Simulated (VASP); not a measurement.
Set up this calculation in VASP 6.6.1, as the native input.

```yaml
Task: single point
Functional: RPBE
Potentials_or_basis: VASP PAW PBE potentials, release 64 (Sr_sv)
Cutoff: 520 eV
k_mesh: 6 × 6 × 6
Occupations: fermi-dirac, width 0.1 eV
Spin: no spin polarisation
Dipole_correction: no
Further_INCAR_settings: ALGO = Normal; EDIFF = 1e-06; NBANDS = 17
```

The structure of Sr lies in POSCAR:

```
Sr
1.0
    0.0000000000      4.9955688431      4.9955688431
    4.9955688431      0.0000000000      4.9955688431
    4.9955688431      4.9955688431      0.0000000000
Sr
2
Direct
    0.1250000000      0.1250000000      0.1250000000
    0.8750000000      0.8750000000      0.8750000000
```

This cell differs from its parent crystal: volume scaled by 1.04.

One way to write it, as run:

INCAR

```
SYSTEM = Sr
  PREC = Accurate
  ENCUT = 520
  EDIFF = 1E-6
  ISMEAR = -1
  SIGMA = 0.1
  LREAL = .False.
  LASPH = .True.
  NELM = 100
  ALGO = Normal
  ISIF = 2
  LWAVE = .False.
  LCHARG = .False.
  GGA = RP
  NBANDS = 17
```

KPOINTS

```
regular mesh
0
Gamma
  6 6 6
  0 0 0
```

Potentials or basis: VASP PAW PBE potentials, release 64 (Sr_sv).

Run with:

```bash
$ cat potpaw_PBE.64/Sr_sv/POTCAR > POTCAR
$ mpirun -np 1 vasp_std > vasp.out
```

Results of the run:

| Item | Value |
| --- | --- |
| Pressure | -0.1 GPa |
| Band gap on the k mesh | zero (band 10 reaches 0.20 eV, above the bottom of band 11 at -0.41 eV) |

Caveat: the PAW data sets were made with another functional, which shifts forces and pressure a little.

Run time: 72 s on 1 thread of Intel(R) Xeon(R) Platinum 8488C (Sapphire Rapids) (shared host), peak memory 0.38 GiB.
